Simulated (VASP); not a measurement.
# MgO2 (R-3m) in VASP: further runs

MgO2 is run at these levels: PBEsol; tasks: single point.

Everything below comes from runs of VASP 6.6.1. Logs are shortened: lines on timing, memory, paths and dates and some standing lists are left out, and cuts for length are marked.

**1. The cell of the first run**

It takes space group R-3m (No. 166, trigonal). The conventional cell has a = 3.089 Å, b = 3.089 Å, c = 10.249 Å, α = 90.00°, β = 90.00°, γ = 120.00°. Mg (site symmetry -3m) has 6 O at 2.04 Å within 2.7 Å. O (site symmetry 3m) has 1 O at 1.45 Å within 1.9 Å.

**2. Single point, PBEsol (9.41 Å³/atom)**

Input file INCAR:

```
SYSTEM = MgO2
  PREC = Accurate
  ENCUT = 750
  EDIFF = 1E-6
  ISMEAR = 0
  SIGMA = 0.02
  LREAL = .FALSE.
  LASPH = .TRUE.
  NELM = 120
  ALGO = Normal
  ISIF = 2
  LWAVE = .FALSE.
  LCHARG = .FALSE.
  GGA = PS
  NBANDS = 18
  GGA_COMPAT = .FALSE.
```

Input file KPOINTS:

```
regular mesh
0
G
  12 12 12
  0 0 0
```

Input file POSCAR:

```
MgO2
1.0
    1.5447437295      0.8918582080      3.4164451819
   -1.5447437295      0.8918582080      3.4164451819
    0.0000000000     -1.7837164161      3.4164451819
Mg O
1 2
Direct
    0.0000000000      0.0000000000      0.0000000000
    0.4291616525      0.4291616525      0.4291616525
    0.5708383475      0.5708383475      0.5708383475
```

Potentials or basis: VASP PAW PBE potentials, release 64 (Mg_sv, O).

Started as:

```console
$ cat potpaw_PBE.64/Mg_sv/POTCAR potpaw_PBE.64/O/POTCAR > POTCAR
$ mpirun -np 1 vasp_std > vasp.out
```

OUTCAR:

```text
SYSTEM = MgO2
   PREC = Accurate
   ENCUT = 750
   EDIFF = 1E-6
   ISMEAR = 0
   LREAL = .FALSE.
   LASPH = .TRUE.
   NELM = 120
   ISIF = 2
   GGA = PS

 ion  position               nearest neighbor table
   1  0.000  0.000  0.000-   3 2.04   2 2.04   3 2.04   3 2.04   2 2.04   2 2.04
   2  0.429  0.429  0.429-   3 1.45   1 2.04   1 2.04   1 2.04
   3  0.571  0.571  0.571-   2 1.45   1 2.04   1 2.04   1 2.04

  LATTYP: Found a trigonal (rhomboedric) cell.
 ALAT       =     3.8540552583
 COS(alpha) =     0.6787027538

  Lattice vectors:

 A1 = (   1.5447437295,   0.8918582080,   3.4164451819)
 A2 = (  -1.5447437295,   0.8918582080,   3.4164451819)
 A3 = (   0.0000000000,  -1.7837164161,   3.4164451819)

Analysis of symmetry for initial positions (statically):
=====================================================================
 Subroutine PRICEL returns:
 Original cell was already a primitive cell.

 Routine SETGRP: Setting up the symmetry group for a
 trigonal (rhombohedral) supercell.

 Subroutine GETGRP returns: Found 12 space group operations
 (whereof 12 operations were pure point group operations)
 out of a pool of 12 trial point group operations.

The static configuration has the point symmetry D_3d.

Analysis of symmetry for dynamics (positions and initial velocities):
=====================================================================
 Subroutine PRICEL returns:
 Original cell was already a primitive cell.

 Routine SETGRP: Setting up the symmetry group for a
 trigonal (rhombohedral) supercell.

 Subroutine GETGRP returns: Found 12 space group operations
 (whereof 12 operations were pure point group operations)
 out of a pool of 12 trial point group operations.

The dynamic configuration has the point symmetry D_3d.

 Subroutine INISYM returns: Found 12 space group operations
 (whereof 12 operations are pure point group operations),
 and found     1 'primitive' translations

----------------------------------------------------------------------------------------

                                     Primitive cell

  volume of cell :      28.2409

  direct lattice vectors                    reciprocal lattice vectors
     1.544743729  0.891858208  3.416445182     0.323678284  0.186875745  0.097567300
    -1.544743729  0.891858208  3.416445182    -0.323678284  0.186875745  0.097567300
     0.000000000 -1.783716416  3.416445182     0.000000000 -0.373751489  0.097567300

  length of vectors
     3.854055258  3.854055258  3.854055258     0.386276525  0.386276525  0.386276525

  position of ions in fractional coordinates (direct lattice)
     0.000000000  0.000000000  0.000000000
[... 83 lines left out ...]
   NSW    =      0    number of steps for IOM
   IBRION =     -1    ionic relax: 0-MD 1-quasi-New 2-CG
   NFREE  =      0    steps in history (QN), initial steepest desc. (CG)
   ISIF   =      2    stress and relaxation
   ISYM   =      2    0-nonsym 1-usesym 2-fastsym
   POTIM  = 0.5000    time-step for ionic-motion
   TEBEG  =    0.0;   TEEND  =   0.0 temperature during run
   PSTRESS=    0.0 pullay stress
   NELECT =      22.0000    total number of electrons
   NUPDOWN=      -1.0000    fix difference up-down
   EMIN   =  10.00;   EMAX   =-10.00  energy-range for DOS
   EFERMI =   0.00;   METHOD = LEGACY
   ISMEAR =     0;   SIGMA  =   0.02  broadening in eV -4-tet -1-fermi 0-gaus
   EFERMI_NEDOS =   21; number of points for ismear=-14 and -15
   IALGO  =     38    algorithm
   IMIX   =      4    mixing-type and parameters
     AMIX     =   0.40;   BMIX     =  1.00
     AMIX_MAG =   1.60;   BMIX_MAG =  1.00
  volume/ion in A,a.u.               =       9.41        63.53
  Fermi-wavevector in a.u.,A,eV,Ry     =   1.506340  2.846570 30.872447  2.269061
  Thomas-Fermi vector in A             =   2.617071
   LORBIT       =      0    0 simple, 1 ext, 2 COOP (PROOUT), +10 PAW based schemes
   GGA     = PS    functional components
   LHFCALC =     F    Hartree Fock is set to
   AEXX    =    0.0000 exact exchange contribution
   IVDW    =     0    specifies the selected vdW correction
   LEPSILON=     F    determine dielectric tensor
   LRPA    =     F    only Hartree local field effects (RPA)
 non-spin polarized calculation
 Gauss-broadening in eV      SIGMA  =   0.02
  energy-cutoff  :      750.00
  volume of cell :       28.24
 maximum number of plane-waves:      1332
   NGX = 17   NGY = 17   NGZ = 17

 number of electron      22.0000007 magnetization

 Free energy of the ion-electron system (eV)
  ---------------------------------------------------
  ext. energy  EPLUGINS =         0.00000000
  ---------------------------------------------------
  free energy    TOTEN  =       -17.14603008 eV

  energy without entropy =      -17.14603008  energy(sigma->0) =      -17.14603008

 E-fermi :   3.4669     XC(G=0): -11.1265

 val. band max:        3.2802046519   @ k =   0.5000   0.5000   0.5000
 cond. band min:       5.9238017312   @ k =   0.5000   0.5000   0.5000
 fundamental gap:      2.6435970793
 Fermi energy:         3.4669334882

 k-point     1 :       0.0000    0.0000    0.0000
  band No.  band energies     occupation
      1     -69.5594      2.00000
      2     -36.5303      2.00000
      3     -36.5030      2.00000
      4     -36.5030      2.00000
      5     -18.8239      2.00000
      6     -11.2669      2.00000
[... 481 lines left out ...]
      5     -18.1479      2.00000
      6     -11.6875      2.00000
[... 10 lines left out ...]
     17      18.4705      0.00000
     18      21.4846      0.00000

 [... further k-points ...]

------------------------ aborting loop because EDIFF is reached ----------------------------------------

  FORCE on cell =-STRESS in cart. coord.  units (eV):
  Direction    XX          YY          ZZ          XY          YZ          ZX
  --------------------------------------------------------------------------------------
  -------------------------------------------------------------------------------------
  Total        1.5086119      1.5086119      1.7604200      0.0000000     -0.0000000      0.0000000
  in kB       85.5874647     85.5874647     99.8731896      0.0000000     -0.0000000      0.0000000
  external PRESSURE =      90.3493730 kB  Pullay stress =       0.0000000 kB

 VOLUME and BASIS-vectors are now :
 -----------------------------------------------------------------------------
  energy-cutoff  :      750.00
  volume of cell :       28.24
      direct lattice vectors                 reciprocal lattice vectors
     1.544743729  0.891858208  3.416445182     0.323678284  0.186875745  0.097567300
    -1.544743729  0.891858208  3.416445182    -0.323678284  0.186875745  0.097567300
     0.000000000 -1.783716416  3.416445182     0.000000000 -0.373751489  0.097567300

 POSITION                                       TOTAL-FORCE (eV/Angst)
 -----------------------------------------------------------------------------------
      0.00000      0.00000      0.00000         0.000000      0.000000      0.000000
      0.00000     -0.00000      4.39862         0.000000      0.000000     -0.142406
      0.00000     -0.00000      5.85071         0.000000     -0.000000      0.142406
 -----------------------------------------------------------------------------------
    total drift:                                0.000000      0.000000     -0.000000

  FREE ENERGIE OF THE ION-ELECTRON SYSTEM (eV)
  ---------------------------------------------------
  free  energy   TOTEN  =       -17.1460300777 eV

  energy  without entropy=      -17.1460300777  energy(sigma->0) =      -17.14603008
```

stdout:

```text
POSCAR found type information on POSCAR MgO
 POSCAR found :  2 types and       3 ions
 scaLAPACK will be used
 -----------------------------------------------------------------------------
|                                                                             |
|                                                                             |
|     You enforced a specific xc type in the INCAR file but a different       |
|     I HOPE YOU KNOW WHAT YOU ARE DOING!                                     |
|                                                                             |
 -----------------------------------------------------------------------------

 LDA part: xc-table for (Slater+PW92), standard interpolation
 POSCAR, INCAR and KPOINTS ok, starting setup
 FFT: planning ... GRIDC
 FFT: planning ... GRID_SOFT
 FFT: planning ... GRID
 WAVECAR not read
 entering main loop
```

It took 94 s on 1 thread of AMD EPYC 9R45 (Zen 5), shared host; peak memory 0.27 GiB.

Results:

```
Free energy            : -17.1460 eV
Pressure               : 9.0 GPa
Largest force          : 0.142 eV/Å
Band gap on the k mesh : 2.64 eV
```

Forces on the atoms (eV/Å):
```
Mg   0.000  0.000  0.000
O    0.000  0.000 -0.142
O    0.000  0.000  0.142
```

Caveat: the cell stands under pressure; the PAW data sets were made with another functional, which shifts forces and pressure a little.

**3. Single point, PBEsol (10.62 Å³/atom)**

This run uses another cell than the first one, of 10.62 Å³/atom.

Input file INCAR:

```
SYSTEM = MgO2
ALGO = Normal
EDIFF = 1E-6
ENCUT = 750
GGA = PS
GGA_COMPAT = .False.
ISIF = 2
ISMEAR = 0
LASPH = .True.
LCHARG = .False.
LREAL = .False.
LWAVE = .False.
NBANDS = 18
NELM = 120
PREC = Accurate
SIGMA = 0.02
```

Input file KPOINTS:

```
k-points
0
Gamma
  12 12 12
  0 0 0
```

Input file POSCAR:

```
MgO2
1.0
    1.6209301580      0.9358444630      3.4989420143
   -1.6209301580      0.9358444630      3.4989420143
    0.0000000000     -1.8716889261      3.4989420143
Mg O
1 2
Direct
    0.0000000000      0.0000000000      0.0000000000
    0.4292456653      0.4292456653      0.4292456653
    0.5707543347      0.5707543347      0.5707543347
```

Potentials or basis: VASP PAW PBE potentials, release 64 (Mg_sv, O).

Started as:

```console
$ cat potpaw_PBE.64/Mg_sv/POTCAR potpaw_PBE.64/O/POTCAR > POTCAR
$ mpirun -np 1 vasp_std > vasp.out
```

OUTCAR:

```text
SYSTEM = MgO2
   EDIFF = 1E-6
   ENCUT = 750
   GGA = PS
   ISIF = 2
   ISMEAR = 0
   LASPH = .True.
   LREAL = .False.
   NELM = 120
   PREC = Accurate

 ion  position               nearest neighbor table
   1  0.000  0.000  0.000-   3 2.13   2 2.13   3 2.13   3 2.13   2 2.13   2 2.13
   2  0.429  0.429  0.429-   3 1.49   1 2.13   1 2.13   1 2.13
   3  0.571  0.571  0.571-   2 1.49   1 2.13   1 2.13   1 2.13

  LATTYP: Found a trigonal (rhomboedric) cell.
 ALAT       =     3.9680996277
 COS(alpha) =     0.6662713699

  Lattice vectors:

 A1 = (   1.6209301580,   0.9358444630,   3.4989420143)
 A2 = (  -1.6209301580,   0.9358444630,   3.4989420143)
 A3 = (   0.0000000000,  -1.8716889261,   3.4989420143)

Analysis of symmetry for initial positions (statically):
=====================================================================
 Subroutine PRICEL returns:
 Original cell was already a primitive cell.

 Routine SETGRP: Setting up the symmetry group for a
 trigonal (rhombohedral) supercell.

 Subroutine GETGRP returns: Found 12 space group operations
 (whereof 12 operations were pure point group operations)
[... 165 lines left out ...]

 E-fermi :   2.4272     XC(G=0): -10.5042

 val. band max:        2.3375240745   @ k =   0.5000   0.5000   0.5000
 cond. band min:       4.6082208680   @ k =   0.5000   0.5000   0.5000
 fundamental gap:      2.2706967936
 Fermi energy:         2.4272209505

 k-point     1 :       0.0000    0.0000    0.0000
  band No.  band energies     occupation
      1     -70.8966      2.00000
      2     -37.8694      2.00000
      3     -37.8375      2.00000
      4     -37.8375      2.00000
      5     -18.9496      2.00000
      6     -12.0818      2.00000
[... 481 lines left out ...]
      5     -18.4406      2.00000
      6     -12.4343      2.00000
[... 10 lines left out ...]
     17      16.6021      0.00000
     18      19.0925      0.00000

 [... further k-points ...]

------------------------ aborting loop because EDIFF is reached ----------------------------------------

  FORCE on cell =-STRESS in cart. coord.  units (eV):
  Direction    XX          YY          ZZ          XY          YZ          ZX
  --------------------------------------------------------------------------------------
  -------------------------------------------------------------------------------------
  Total       -1.4035456     -1.4035456     -1.1844392      0.0000000      0.0000000      0.0000000
  in kB      -70.6124265    -70.6124265    -59.5891767      0.0000000      0.0000000      0.0000000
  external PRESSURE =     -66.9380099 kB  Pullay stress =       0.0000000 kB

 VOLUME and BASIS-vectors are now :
 -----------------------------------------------------------------------------
  energy-cutoff  :      750.00
  volume of cell :       31.85
      direct lattice vectors                 reciprocal lattice vectors
     1.620930158  0.935844463  3.498942014     0.308464864  0.178092272  0.095266893
    -1.620930158  0.935844463  3.498942014    -0.308464864  0.178092272  0.095266893
     0.000000000 -1.871688926  3.498942014     0.000000000 -0.356184544  0.095266893

 POSITION                                       TOTAL-FORCE (eV/Angst)
 -----------------------------------------------------------------------------------
      0.00000      0.00000      0.00000         0.000000      0.000000      0.000000
      0.00000     -0.00000      4.50572        -0.000000      0.000000     -0.125629
      0.00000     -0.00000      5.99111        -0.000000     -0.000000      0.125629
 -----------------------------------------------------------------------------------
    total drift:                                0.000000      0.000000      0.000000

  FREE ENERGIE OF THE ION-ELECTRON SYSTEM (eV)
  ---------------------------------------------------
  free  energy   TOTEN  =       -17.1675688986 eV

  energy  without entropy=      -17.1675688986  energy(sigma->0) =      -17.16756890
```

Run time: 1.9 min. Hardware: 1 thread of Intel Xeon Platinum 8488C (Sapphire Rapids), shared host; peak memory 0.3 GiB.

What came out:

- Free energy: -17.1676 eV
- Pressure: -6.7 GPa
- Largest force: 0.126 eV/Å
- Band gap on the k mesh: 2.27 eV

Forces in eV/Å, atoms in the order of the input:
```
Mg   0.000  0.000  0.000
O    0.000  0.000 -0.126
O    0.000  0.000  0.126
```

Stress tensor (GPa, compression positive):
```
-7.06  0.00  0.00
 0.00 -7.06  0.00
 0.00  0.00 -5.96
```

Caveat: the cell stands under tension; the PAW data sets were made with another functional, which shifts forces and pressure a little. A k mesh can miss the band edges.
